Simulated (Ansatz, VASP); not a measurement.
# One calculation of KCl, two programs

```
K Cl
1.0
     3.88972    0.00000    0.00000
     0.00000    3.88972    0.00000
     0.00000    0.00000    3.88972
K Cl
1 1
Direct
  0.00000 0.00000 0.00000
  0.50000 0.50000 0.50000
```

Alike in both runs: task single point; functional r2SCAN; k mesh 7 × 7 × 7; occupations fermi-dirac, width 0.05 eV; no spin polarisation.

```csv
,VASP,Ansatz
version,VASP 6.6.1,Ansatz 0.2.0
potentials or method,"VASP PAW PBE potentials, release 64 (K_sv, Cl)",Ansatz PAW
plane-wave cutoff (eV),550,500
valence electrons in the cell,16,16
```

Ansatz gave:

| Quantity | Value |
| --- | --- |
| gap on the k mesh at the Fermi level (eV) | 5.40 |
| least direct gap on the mesh (eV) | 5.58 |
| pressure (GPa) | -1.7 |

**Question.** Which values does VASP return?

**Answer.** gap on the k mesh at the Fermi level (eV): 5.41; least direct gap on the mesh (eV): 5.59; pressure (GPa): -1.7.

VASP's potentials were made for PBE, not for r2SCAN. With one functional, cell and mesh, what is left measures potentials, basis and numerics.

Noted on Ansatz's run: odd divisions of the mesh miss points on the zone boundary, where band edges often lie, so the gap on the mesh can be too wide.
